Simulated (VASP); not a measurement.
A run of VASP 6.6.1 is set up as follows.

The input INCAR:

```
SYSTEM = Al2Pt
ALGO = Normal
EDIFF = 1E-6
ENCUT = 520
GGA = PS
ISIF = 2
ISMEAR = -1
LASPH = .TRUE.
LCHARG = .TRUE.
LELF = .TRUE.
LREAL = .FALSE.
LVHAR = .TRUE.
LWAVE = .FALSE.
NBANDS = 15
NELM = 100
PREC = Accurate
SIGMA = 0.05
```

KPOINTS

```
k-points
0
G
  7 7 7
  0 0 0
```

Contents of POSCAR:

```
Al2Pt
1.0
   -0.0591000000      2.9550000000      2.9550000000
    2.9550000000     -0.0591000000      2.9550000000
    2.8959000000      2.8959000000      0.0000000000
Pt Al
1 2
Direct
    0.0000000000      0.0000000000      0.0000000000
    0.7500000000      0.7500000000      0.7500000000
    0.2500000000      0.2500000000      0.2500000000
```

Potentials or basis: VASP PAW PBE potentials, release 64 (Pt, Al).

The run is started by

```bash
$ cat potpaw_PBE.64/Pt/POTCAR potpaw_PBE.64/Al/POTCAR > POTCAR
$ mpirun -np 1 vasp_std > vasp.out
```

Q: What does it give for the band gap on the k mesh?

A: Zero (band 8 reaches 11.33 eV, above the bottom of band 9 at 6.35 eV).

Q: Estimate the pressure.

A: -0.8 GPa.

Q: What does it give for the largest force?

A: 0.334 eV/Å.

Stress tensor (GPa, compression positive):
```
-0.94  3.13  0.00
 3.13 -0.94  0.00
 0.00  0.00 -0.49
```

Caveat: the PAW data sets were made with another functional, which shifts forces and pressure a little; spin-orbit coupling is left out, which moves the levels of the heavy elements.
